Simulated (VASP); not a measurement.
# V (Im-3m) in VASP: notebook, part 2 of 2

VASP 6.6.1.

## Step 3: Single point, PBE, collinear spin, ferromagnetic start

This run uses another cell than the first one, of 13.89 Å³/atom, 1.112 times its volume.

Input file INCAR:

```
ALGO = Fast ; EDIFF = 1E-7
ENCUT = 520 ; GGA = PE
ISIF = 2 ; ISMEAR = 0
ISPIN = 2 ; LASPH = True
LCHARG = True ; LELF = True
LMAXMIX = 4 ; LORBIT = 11
LREAL = False ; LVHAR = True
LWAVE = False ; MAGMOM = 2
NBANDS = 16 ; NELM = 150
PREC = Accurate ; SIGMA = 0.02
```

Input file KPOINTS:

```
k-points
0
Gamma
  12 12 12
```

Input file POSCAR:

```
V
1.0
   -1.5143500000      1.5143500000      1.5143500000
    1.5143500000     -1.5143500000      1.5143500000
    1.5143500000      1.5143500000     -1.5143500000
V
1
Direct
    0.0000000000      0.0000000000      0.0000000000
```

Potentials or basis: VASP PAW PBE potentials, release 64 (V_sv).

Command:

```bash
cat potpaw_PBE.64/V_sv/POTCAR > POTCAR
mpirun -np 1 vasp_std > vasp.out
```

OUTCAR:

```text
EDIFF = 1E-7
   ENCUT = 520
   GGA = PE
   ISIF = 2
   ISMEAR = 0
   ISPIN = 2
   LASPH = True
   LORBIT = 11
   LREAL = False
   NELM = 150
   PREC = Accurate

 ion  position               nearest neighbor table
   1  0.000  0.000  0.000-

  LATTYP: Found a body centered cubic cell.
 ALAT       =     3.0287000000

  Lattice vectors:

 A1 = (  -1.5143500000,   1.5143500000,   1.5143500000)
 A2 = (   1.5143500000,  -1.5143500000,   1.5143500000)
 A3 = (   1.5143500000,   1.5143500000,  -1.5143500000)

Analysis of symmetry for initial positions (statically):
=====================================================================
 Subroutine PRICEL returns:
 Original cell was already a primitive cell.

 Routine SETGRP: Setting up the symmetry group for a
 body centered cubic supercell.

 Subroutine GETGRP returns: Found 48 space group operations
 (whereof 48 operations were pure point group operations)
 out of a pool of 48 trial point group operations.

The static configuration has the point symmetry O_h .

Analysis of symmetry for dynamics (positions and initial velocities):
=====================================================================
 Subroutine PRICEL returns:
 Original cell was already a primitive cell.

 Routine SETGRP: Setting up the symmetry group for a
 body centered cubic supercell.

 Subroutine GETGRP returns: Found 48 space group operations
 (whereof 48 operations were pure point group operations)
 out of a pool of 48 trial point group operations.

The dynamic configuration has the point symmetry O_h .

Analysis of structural, dynamic, and magnetic symmetry:
=====================================================================
 Subroutine PRICEL returns:
 Original cell was already a primitive cell.

 Routine SETGRP: Setting up the symmetry group for a
 body centered cubic supercell.

 Subroutine GETGRP returns: Found 48 space group operations
 (whereof 48 operations were pure point group operations)
 out of a pool of 48 trial point group operations.

The overall configuration has the point symmetry O_h .

 Subroutine INISYM returns: Found 48 space group operations
 (whereof 48 operations are pure point group operations),
 and found     1 'primitive' translations

----------------------------------------------------------------------------------------

                                     Primitive cell

  volume of cell :      13.8912

  direct lattice vectors                    reciprocal lattice vectors
    -1.514350000  1.514350000  1.514350000     0.000000000  0.330174662  0.330174662
     1.514350000 -1.514350000  1.514350000     0.330174662  0.000000000  0.330174662
     1.514350000  1.514350000 -1.514350000     0.330174662  0.330174662  0.000000000

  length of vectors
     2.622931140  2.622931140  2.622931140     0.466937486  0.466937486  0.466937486

  position of ions in fractional coordinates (direct lattice)
     0.000000000  0.000000000  0.000000000

  ion indices of the primitive-cell ions
   primitive index   ion index
                 1           1

----------------------------------------------------------------------------------------

[... 50 lines left out ...]
 [... further k-points ...]
   k-points           NKPTS =     72   k-points in BZ     NKDIM =     72   number of bands    NBANDS=     16
   number of dos      NEDOS =    301   number of ions     NIONS =      1
   total plane-waves  NPLWV =   8000
   dimension x,y,z NGX =    20 NGY =   20 NGZ =   20
   dimension x,y,z NGXF=    40 NGYF=   40 NGZF=   40
   ions per type =               1
   NGX,Y,Z   is equivalent  to a cutoff of  12.68, 12.68, 12.68 a.u.
   NGXF,Y,Z  is equivalent  to a cutoff of  25.35, 25.35, 25.35 a.u.
 SYSTEM =  unknown system
   PREC   = accura    normal or accurate (medium, high low for compatibility)
   ISTART =      0    job   : 0-new  1-cont  2-samecut
   ICHARG =      2    charge: 1-file 2-atom 10-const
   ISPIN  =      2    spin polarized calculation?
   LNONCOLLINEAR =      F non collinear calculations
   LSORBIT =      F    spin-orbit coupling
   LASPH  =      T    aspherical Exc in radial PAW
   ENCUT  =  520.0 eV  38.22 Ry    6.18 a.u.   4.88  4.88  4.88*2*pi/ulx,y,z
   NELM   =    150;   NELMIN=  2; NELMDL= -5     # of ELM steps
   EDIFF  = 0.1E-06   stopping-criterion for ELM
   LREAL  =      F    real-space projection
   EDIFFG = 0.1E-05   stopping-criterion for IOM
   NSW    =      0    number of steps for IOM
   IBRION =     -1    ionic relax: 0-MD 1-quasi-New 2-CG
   NFREE  =      0    steps in history (QN), initial steepest desc. (CG)
   ISIF   =      2    stress and relaxation
   ISYM   =      2    0-nonsym 1-usesym 2-fastsym
   POTIM  = 0.5000    time-step for ionic-motion
   TEBEG  =    0.0;   TEEND  =   0.0 temperature during run
   PSTRESS=    0.0 pullay stress
   NELECT =      13.0000    total number of electrons
   NUPDOWN=      -1.0000    fix difference up-down
   EMIN   =  10.00;   EMAX   =-10.00  energy-range for DOS
   EFERMI =   0.00;   METHOD = LEGACY
   ISMEAR =     0;   SIGMA  =   0.02  broadening in eV -4-tet -1-fermi 0-gaus
   EFERMI_NEDOS =   21; number of points for ismear=-14 and -15
   IALGO  =     68    algorithm
   IMIX   =      4    mixing-type and parameters
     AMIX     =   0.40;   BMIX     =  1.00
     AMIX_MAG =   1.60;   BMIX_MAG =  1.00
  volume/ion in A,a.u.               =      13.89        93.74
  Fermi-wavevector in a.u.,A,eV,Ry     =   1.601313  3.026044 34.888125  2.564205
  Thomas-Fermi vector in A             =   2.698311
   LORBIT       =     11    0 simple, 1 ext, 2 COOP (PROOUT), +10 PAW based schemes
   GGA     = PE    functional components
   LHFCALC =     F    Hartree Fock is set to
   AEXX    =    0.0000 exact exchange contribution
   IVDW    =     0    specifies the selected vdW correction
   LEPSILON=     F    determine dielectric tensor
   LRPA    =     F    only Hartree local field effects (RPA)
 spin polarized calculation
 RMM-DIIS sequential band-by-band and
 Gauss-broadening in eV      SIGMA  =   0.02
  energy-cutoff  :      520.00
  volume of cell :       13.89
 maximum number of plane-waves:       384
   NGX =  9   NGY =  9   NGZ =  9

 number of electron      12.9999997 magnetization       0.1249529

 Free energy of the ion-electron system (eV)
  ---------------------------------------------------
  ext. energy  EPLUGINS =         0.00000000
  ---------------------------------------------------
  free energy    TOTEN  =        -8.97825643 eV

  energy without entropy =       -8.97788291  energy(sigma->0) =       -8.97806967

 E-fermi :   9.2902     XC(G=0): -12.7396

 val. band max:        9.2898803286   @ k =  -0.2500   0.2500   0.1667
 cond. band min:       9.3048899122   @ k =  -0.3333   0.3333   0.1667
 fundamental gap:      0.0150095836
 Fermi energy:         9.2901902543

 spin component 1

 k-point     1 :       0.0000    0.0000    0.0000
  band No.  band energies     occupation
      1     -54.4884      1.00000
      2     -27.8358      1.00000
      3     -27.8358      1.00000
      4     -27.8358      1.00000
      5       2.7781      1.00000
      6       9.6664      0.00000
[... 435 lines left out ...]
      5       6.6482      1.00000
      6       8.1085      1.00000
[... 8 lines left out ...]
     15      38.0227      0.00000
     16      38.4681      0.00000

 [... further k-points ...]

 spin component 2

 k-point     1 :       0.0000    0.0000    0.0000
  band No.  band energies     occupation
      1     -54.3888      1.00000
      2     -27.7368      1.00000
      3     -27.7368      1.00000
      4     -27.7368      1.00000
      5       2.8434      1.00000
      6       9.7868      0.00000
[... 435 lines left out ...]
      5       6.7333      1.00000
      6       8.2202      1.00000
[... 8 lines left out ...]
     15      38.0993      0.00000
     16      38.5420      0.00000

 [... further k-points ...]
[... 5 lines left out ...]
  --------------------------------------------------------------------------------------
  -------------------------------------------------------------------------------------
  Total       -0.4371696     -0.4371696     -0.4371696      0.0000000      0.0000000      0.0000000
  in kB      -50.4221973    -50.4221973    -50.4221973      0.0000000      0.0000000      0.0000000
  external PRESSURE =     -50.4221973 kB  Pullay stress =       0.0000000 kB

 VOLUME and BASIS-vectors are now :
 -----------------------------------------------------------------------------
  energy-cutoff  :      520.00
  volume of cell :       13.89
      direct lattice vectors                 reciprocal lattice vectors
    -1.514350000  1.514350000  1.514350000     0.000000000  0.330174662  0.330174662
     1.514350000 -1.514350000  1.514350000     0.330174662  0.000000000  0.330174662
     1.514350000  1.514350000 -1.514350000     0.330174662  0.330174662  0.000000000

 POSITION                                       TOTAL-FORCE (eV/Angst)
 -----------------------------------------------------------------------------------
      0.00000      0.00000      0.00000        -0.000000     -0.000000      0.000000
 -----------------------------------------------------------------------------------
    total drift:                                0.000000     -0.000000      0.000000

  FREE ENERGIE OF THE ION-ELECTRON SYSTEM (eV)
  ---------------------------------------------------
  free  energy   TOTEN  =        -8.9782564318 eV

  energy  without entropy=       -8.9778829084  energy(sigma->0) =       -8.97806967

 total charge

# of ion       s       p       d       tot
------------------------------------------
    1        2.332   6.214   3.051  11.597

 magnetization (x)

# of ion       s       p       d       tot
------------------------------------------
    1        0.001   0.004   0.104   0.109
```

Run time: 25 s. Hardware: 1 thread of Intel Xeon Platinum 8559C (Emerald Rapids), shared host; peak memory 0.14 GiB.

Results:

| Quantity | Value |
| --- | --- |
| Free energy | -8.9783 eV |
| Pressure | -5.0 GPa |
| Net moment | 0.12 μB per cell |
| Site moments | V +0.11 μB |
| Valence electrons inside the program's atomic spheres | V 11.60 |
